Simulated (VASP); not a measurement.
# Hf4HS8 (a cell with a defect): single point with PBE+D3(BJ)

The system is Hf4HS8 (a cell with a defect).

```
Hf S H
1.0
     3.60586    0.00000    5.77039
     3.60586    0.00000   -5.77039
    -3.60586    6.24554    0.00000
Hf S H
4 8 1
Direct
  0.00408 0.99352 0.50664
  0.99592 0.00648 0.99336
  0.50361 0.50719 0.50238
  0.49639 0.49281 0.99762
  0.69484 0.95824 0.17595
  0.70554 0.96462 0.66288
  0.20532 0.46098 0.16721
  0.20529 0.45192 0.66266
  0.30516 0.04176 0.32405
  0.29446 0.03538 0.83712
  0.79468 0.53902 0.33279
  0.79471 0.54808 0.83734
  0.50000 0.00000 0.25000
```

```yaml
Program: VASP 6.6.1
Task: single point
Functional: PBE
Dispersion: D3(BJ)
Potentials_or_basis: VASP PAW PBE potentials, release 64 (Hf_pv, S, H)
Cutoff: 520 eV
k_mesh: 3 × 3 × 3
Occupations: gaussian, width 0.02 eV
Spin: collinear spin
Starting_moments: "[0.14, 0.15, 0.14, 0.08, 0.02, 0.02, 0.02, 0.02, 0.0, 0.01, 0.01, 0.01, 0.01] μB"
Dipole_correction: no
Further_INCAR_settings: ALGO = Normal; EDIFF = 1e-06; NBANDS = 60
```

| Item | Value |
| --- | --- |
| Pressure | -1.7 GPa |
| Largest force | 0.074 eV/Å |
| Net moment | 0.21 μB per cell |
| Site moments | Hf +0.04, +0.02 (each value once); S +0.00; H +0.00 μB |
| Valence electrons inside the program's atomic spheres | Hf 8.28, 8.30 (each value once); S 3.76, 3.77 (each value once); H 0.47 |
| Dispersion energy per atom | -0.325 eV |

Forces on the atoms (eV/Å):
```
Hf  -0.044  0.012 -0.008
Hf   0.044 -0.012  0.008
Hf  -0.021  0.010  0.001
Hf   0.021 -0.010 -0.001
S   -0.006 -0.002  0.056
S    0.018 -0.005  0.072
S   -0.011 -0.002  0.061
S    0.013  0.003  0.055
S    0.006  0.002 -0.056
S   -0.018  0.005 -0.072
S    0.011  0.002 -0.061
S   -0.013 -0.003 -0.055
H    0.000  0.000  0.000
```

Stress tensor (GPa, compression positive):
```
-1.99  0.70 -1.54
 0.70 -1.48  0.80
-1.54  0.80 -1.65
```

Levels at points of the mesh, in eV from the Fermi level:
Spin up:
```
           k point  band 42  band 43  band 44  band 45  band 46  band 47
(0.00, 0.00, 0.00)    -1.35    -1.32    -1.20    -0.47    -0.23    -0.03
```
Spin down:
| k point | band 40 | band 41 | band 42 | band 43 | band 44 | band 45 | band 46 | band 47 | band 48 | band 49 |
| --- | --- | --- | --- | --- | --- | --- | --- | --- | --- | --- |
| (0.00, 0.00, 0.00) | -2.19 | -2.16 | -1.35 | -1.32 | -1.19 | -0.42 | -0.21 | 0.00 | 0.91 | 0.94 |

It took 8.2 min on 1 thread of Intel(R) Xeon(R) Platinum 8488C (Sapphire Rapids), with other jobs on the host, peak memory 0.68 GiB.

Caveat: the k points lie up to 0.38 Å⁻¹ apart; spin-orbit coupling is left out, which moves the levels of the heavy elements.
